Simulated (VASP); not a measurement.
Write the native input for VASP 6.6.1 that does the following.

```yaml
Task: single point
Functional: LDA
Potentials_or_basis: VASP PAW LDA potentials, release 64 (B, Pt)
Cutoff: 520 eV
k_mesh: 9 × 9 × 3
Occupations: methfessel-paxton, width 0.1 eV
Spin: no spin polarisation
Dipole_correction: no
Further_INCAR_settings: ALGO = Normal; EDIFF = 1e-06; NBANDS = 32
```

The structure of BPt2 lies in POSCAR:

```
BPt2
1.0
    2.9283120000      0.0000000000      0.0000000000
   -1.4641560000      2.5359930000      0.0000000000
    0.0000000000      0.0000000000     10.3572160000
B Pt
2 4
Direct
    0.6666666667      0.3333333333      0.7500000000
    0.3333333333      0.6666666667      0.2500000000
    0.6666666667      0.3333333333      0.3837940000
    0.3333333333      0.6666666667      0.6162060000
    0.3333333333      0.6666666667      0.8837940000
    0.6666666667      0.3333333333      0.1162060000
```

These files were run (other wordings do the same):

INCAR

```
ALGO     = Normal         # electronic algorithm
EDIFF    = 1E-6           # SCF threshold, eV
ENCUT    = 520            # plane-wave cutoff, eV
GGA      = CA             # functional
ISIF     = 2              # what is computed and relaxed
ISMEAR   = 1              # smearing method
LASPH    = T              # aspherical terms in the spheres
LCHARG   = T              # write CHGCAR
LELF     = T              # ELF
LREAL    = F              # projectors in reciprocal space
LVHAR    = T            
LWAVE    = F              # write WAVECAR
NBANDS   = 32             # bands
NELM     = 60             # most SCF steps
PREC     = Accurate       # precision mode
SIGMA    = 0.1            # smearing width, eV
```

KPOINTS

```
k-points
0
Gamma
  9 9 3
```

Potentials or basis: VASP PAW LDA potentials, release 64 (B, Pt).

Command:

```console
$ cat potpaw_LDA.64/B/POTCAR potpaw_LDA.64/Pt/POTCAR > POTCAR
$ mpirun -np 1 vasp_std > vasp.out
```

It gave:

```
Pressure               : -8.8 GPa
Largest force          : 0.027 eV/Å
Band gap on the k mesh : zero (bands 23 and 24 overlap by 3.13 eV)
```

Caveat: the cell stands under tension; spin-orbit coupling is left out, which moves the levels of the heavy elements.

Run time: 68 s on 1 thread of Intel Xeon 8259CL, with other jobs on the host, peak memory 0.19 GiB.
